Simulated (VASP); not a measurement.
A run of VASP 6.6.1 is set up as follows.

INCAR

```
ALGO = Normal
EDIFF = 1E-7
ENCUT = 520
GGA = PS
ISIF = 2
ISMEAR = -1
LASPH = True
LCHARG = True
LELF = True
LREAL = False
LVHAR = True
LWAVE = False
NBANDS = 30
NELM = 60
PREC = Accurate
SIGMA = 0.1
```

KPOINTS

```
k-points
0
Gamma
  3 3 2
```

POSCAR

```
LaAl2Ge2
1.0
    4.2970000000      0.0000000000      0.0000000000
   -2.1485000000      3.7213111600      0.0000000000
    0.0000000000      0.0000000000      7.0130000000
La Al Ge
1 2 2
Direct
    0.0000000000      0.0000000000      0.0000000000
    0.3333333333      0.6666666667      0.6387000000
    0.6666666667      0.3333333333      0.3613000000
    0.3333333333      0.6666666667      0.2719200000
    0.6666666667      0.3333333333      0.7280800000
```

Potentials or basis: VASP PAW PBE potentials, release 64 (La, Al, Ge_d).

Run with:

```sh
$ cat potpaw_PBE.64/La/POTCAR potpaw_PBE.64/Al/POTCAR potpaw_PBE.64/Ge_d/POTCAR > POTCAR
$ mpirun -np 1 vasp_std > vasp.out
```

(1) What does it give for the largest force?

(2) Predict the pressure.

Results:

(1) 0.038 eV/Å.

(2) -0.8 GPa.

Caveat: the k points lie up to 0.56 Å⁻¹ apart; the PAW data sets were made with another functional, which shifts forces and pressure a little.
